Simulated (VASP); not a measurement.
Runs of VASP 6.6.1 on Sn. The structure is that of space group I4_1/amd (No. 141), or close to it. The cells are those of the table. 

```tsv
task	level	cell	cutoff (eV)	smearing	gap on the mesh (eV)	pressure (GPa)	largest force (eV/Å)
electric field gradients	PBEsol	a = 4.420 Å, angles 97.4, 97.4, 137.8°, 2 atoms	520	tetrahedron	none	(a)	-
electric field gradients	PBE	a = 4.401, b = 4.401, c = 4.418 Å, angles 97.2, 97.2, 137.6°, 2 atoms	520	fermi-dirac 0.05 eV	none	2.6	0.03
single point	PBE	a = 4.381, b = 4.381, c = 4.417 Å, angles 97.0, 97.0, 137.4°, 2 atoms	520	fermi-dirac 0.05 eV	none	2.6	0.06
electric field gradients	PBE	a = 4.343 Å, angles 97.7, 97.7, 137.0°, 2 atoms	400	fermi-dirac 0.05 eV	none	5.3	-
electric field gradients	PBEsol	a = 4.420 Å, angles 97.4, 97.4, 137.8°, 2 atoms	520	fermi-dirac 0.05 eV	none	-0.4	-
electric field gradients	PBE	a = 4.458 Å, angles 97.3, 97.3, 138.2°, 2 atoms	400	fermi-dirac 0.05 eV	none	1.4	-
electric field gradients	PBE	a = 4.439, b = 4.439, c = 4.422 Å, angles 97.7, 97.7, 138.0°, 2 atoms	520	fermi-dirac 0.05 eV	none	2.6	0.03
```

Alike in all rows: potentials or basis VASP PAW PBE potentials, release 64 (Sn_d); no spin polarisation; k mesh 15 × 15 × 15.

Problem. Estimate the missing entries.

Solution. (a) -0.2.

Caveats: spin-orbit coupling is left out, which moves the levels of the heavy elements; the PAW data sets were made with another functional, which shifts forces and pressure a little (at least some runs); tetrahedron occupations give inexact forces and stress in metals (at least some runs); the cell stands under pressure (at least some runs).

A k mesh can miss the band edges, and the runs leave out spin-orbit coupling on Sn.

A gap of «none» marks levels without a gap at the run's occupations.
